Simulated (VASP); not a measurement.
Wanted: the native input for a VASP 6.6.1 run.

* Task: relaxation of cell and atoms
* Functional: PBEsol
* Potentials or basis: VASP PAW PBE potentials, release 64 (Tc_pv)
* Cutoff: 600 eV
* k mesh: 11 × 11 × 6
* Occupations: fermi-dirac, width 0.05 eV
* Spin: no spin polarisation
* Target pressure: 2 GPa
* Dipole correction: no
* Further INCAR settings: ALGO = Normal; EDIFF = 1e-07; IBRION = 2; EDIFFG = -0.01; NSW = 60; ISIF = 3

The structure of Tc lies in POSCAR:

```
Tc
1.0
    2.7400000000      0.0000000000      0.0000000000
   -1.3700000000      2.3729096064      0.0000000000
    0.0000000000      0.0000000000      4.3980000000
Tc
2
Direct
    0.6666666667      0.3333333333      0.7500000000
    0.3333333333      0.6666666667      0.2500000000
```

One way to write it, as run:

INCAR

```
SYSTEM = Tc
PREC     = Accurate       ! precision mode
ENCUT    = 600            ! plane-wave cutoff, eV
EDIFF    = 1E-7           ! SCF threshold, eV
ISMEAR   = -1             ! smearing method
SIGMA    = 0.05           ! smearing width, eV
LREAL    = .FALSE.        ! projectors in reciprocal space
LASPH    = .TRUE.         ! aspherical terms in the spheres
NELM     = 100            ! most SCF steps
ALGO     = Normal         ! electronic algorithm
ISIF     = 3              ! what is computed and relaxed
LWAVE    = .FALSE.        ! write WAVECAR
LCHARG   = .FALSE.        ! write CHGCAR
GGA      = PS             ! functional
IBRION   = 2              ! ionic algorithm
NSW      = 60             ! ionic steps
EDIFFG   = -0.01          ! ionic threshold
PSTRESS  = 20.0
```

KPOINTS

```
Automatic mesh
0
G
  11 11 6
  0 0 0
```

Potentials or basis: VASP PAW PBE potentials, release 64 (Tc_pv).

Command:

```console
$ cat potpaw_PBE.64/Tc_pv/POTCAR > POTCAR
$ mpirun -np 1 vasp_std > vasp.out
```

It gave:

```json
{
 "Relaxed volume": "13.89 Å³/atom",
 "Relaxed cell": "a = 2.714 Å, b = 2.714 Å, c = 4.356 Å, α = 90.00°, β = 90.00°, γ = 120.00°",
 "Space group after relaxing (to 0.05 Å)": "P6_3/mmc (No. 194)",
 "Energy change on relaxing (the enthalpy is what falls)": "-6.8 meV/atom",
 "Ionic steps": "4",
 "Pressure after relaxing": "2.0 GPa",
 "Band gap on the k mesh": "zero (band 13 reaches 14.51 eV, above the bottom of band 14 at 11.26 eV)"
}
```

Caveat: the cell is relaxed towards a set pressure, so the enthalpy falls and the energy may rise; the PAW data sets were made with another functional, which shifts forces and pressure a little.

Wall time 120 s on 1 thread of Intel Xeon 8259CL, with other jobs on the host, peak memory 0.18 GiB.
